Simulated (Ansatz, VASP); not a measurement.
InSb3 in VASP and in Ansatz

Contents of INCAR:

```
PREC     = Accurate       # precision mode
ENCUT    = 520            # plane-wave cutoff, eV
EDIFF    = 1E-7           # SCF threshold, eV
ISMEAR   = 0              # smearing method
SIGMA    = 0.15           # smearing width, eV
LREAL    = False          # projectors in reciprocal space
LASPH    = True           # aspherical terms in the spheres
NELM     = 80             # most SCF steps
ALGO     = Normal         # electronic algorithm
ISIF     = 2              # what is computed and relaxed
LWAVE    = False          # write WAVECAR
LCHARG   = False          # write CHGCAR
GGA      = PS             # functional
NBANDS   = 22             # bands
```

Contents of KPOINTS:

```
Automatic mesh
0
Gamma
  10 10 10
```

POSCAR

```
InSb3
1.0
    4.7818197393      0.0000000000      0.0000000000
    0.0000000000      4.7818197393      0.0000000000
    0.0000000000      0.0000000000      4.5001705566
In Sb
1 3
Direct
    0.0000000000      0.0000000000      0.0000000000
    0.5000000000      0.0000000000      0.5000000000
    0.0000000000      0.5000000000      0.5000000000
    0.5000000000      0.5000000000      0.0000000000
```

Input for Ansatz:

```yaml
crystal:
  lattice:
    - [4.7818197393, 0.0, 0.0]
    - [0.0, 4.7818197393, 0.0]
    - [0.0, 0.0, 4.5001705566]
  atoms:
    - { symbol: In, position: [0.0, 0.0, 0.0] }
    - { symbol: Sb, position: [0.5, 0.0, 0.5] }
    - { symbol: Sb, position: [0.0, 0.5, 0.5] }
    - { symbol: Sb, position: [0.5, 0.5, 0.0] }
basis:
  ecutwfc: 420
kpoints:
  mp_grid: { grid: [10, 10, 10] }
hamiltonian:
  xc: pbesol
  pseudopotentials: { kind: paw, azcp: { folder: soft_1 } }
scf:
  occupations: { method: gaussian, width: 0.15 }
output:
  forces: true
  stress: true
  eigenvalues: true
```

Alike in both runs: task single point; functional PBEsol; k mesh 10 × 10 × 10; occupations gaussian, width 0.15 eV; no spin polarisation.

|  | VASP | Ansatz |
| --- | --- | --- |
| version | VASP 6.6.1 | Ansatz 0.2.0 |
| potentials or method | VASP PAW PBE potentials, release 64 (In_d, Sb), cutoff 520 eV | scalar-relativistic, plane waves, PAW |
| valence electrons in the cell | 28 | 58 |

|  | VASP | Ansatz | Ansatz less VASP |
| --- | --- | --- | --- |
| gap on the k mesh at the Fermi level (eV) | none | none | - |
| pressure (GPa) | 1.7 | 1.7 | -0.01 |
| traceless stress, the component that is largest in VASP (GPa) | -0.07 | -0.07 | -0.003 |

VASP's potentials were made for PBE, not for PBEsol, and Ansatz warns of the same on its side. A gap of «none» marks a metal or a gap that the smearing closes. VASP's potentials hold 28 valence electrons a cell and Ansatz's 58, so a difference there can come from the potentials and not from the codes.

Neither program's run includes spin-orbit coupling.
